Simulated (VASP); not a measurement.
## Pd: single point with PBEsol

Crystal: Pd.

```
Pd
1.0
     4.09000    0.00000    0.00000
     0.00000    4.09000    0.00000
     0.00000    0.00000    4.09000
Pd
3
Direct
  0.00000 0.50000 0.50000
  0.50000 0.00000 0.50000
  0.50000 0.50000 0.00000
```

This isn't the form of Pd at room conditions, which is fcc.

```yaml
Program: VASP 6.6.1
Task: single point
Functional: PBEsol
Potentials_or_basis: VASP PAW PBE potentials, release 64 (Pd)
Cutoff: 500 eV
k_mesh: 6 × 6 × 6
Occupations: methfessel-paxton, width 0.1 eV
Spin: no spin polarisation
Dipole_correction: no
Further_INCAR_settings: ALGO = Normal; EDIFF = 1e-06; NBANDS = 22
```

The pressure is -20.1 GPa. The band gap on the k mesh is zero (bands 15 and 16 overlap by 0.70 eV).

Levels at points of the mesh, in eV from the Fermi level:
| k point | band 13 | band 14 | band 15 | band 16 | band 17 | band 18 |
| --- | --- | --- | --- | --- | --- | --- |
| (0.00, 0.00, 0.00) | 0.21 | 0.36 | 0.36 | 0.36 | 4.65 | 4.65 |
| (0.50, 0.00, 0.00) | -0.83 | -0.77 | -0.69 | -0.31 | 0.36 | 7.69 |
| (0.50, 0.50, 0.00) | -1.17 | -0.85 | -0.49 | 0.47 | 2.71 | 2.73 |
| (0.50, 0.50, 0.50) | 0.17 | 0.17 | 0.17 | 1.41 | 3.09 | 3.09 |

It took 43 s on 1 thread of Intel Xeon 8259CL, with other jobs on the host, peak memory 0.17 GiB.

Caveat: the cell stands under tension; the PAW data sets were made with another functional, which shifts forces and pressure a little.
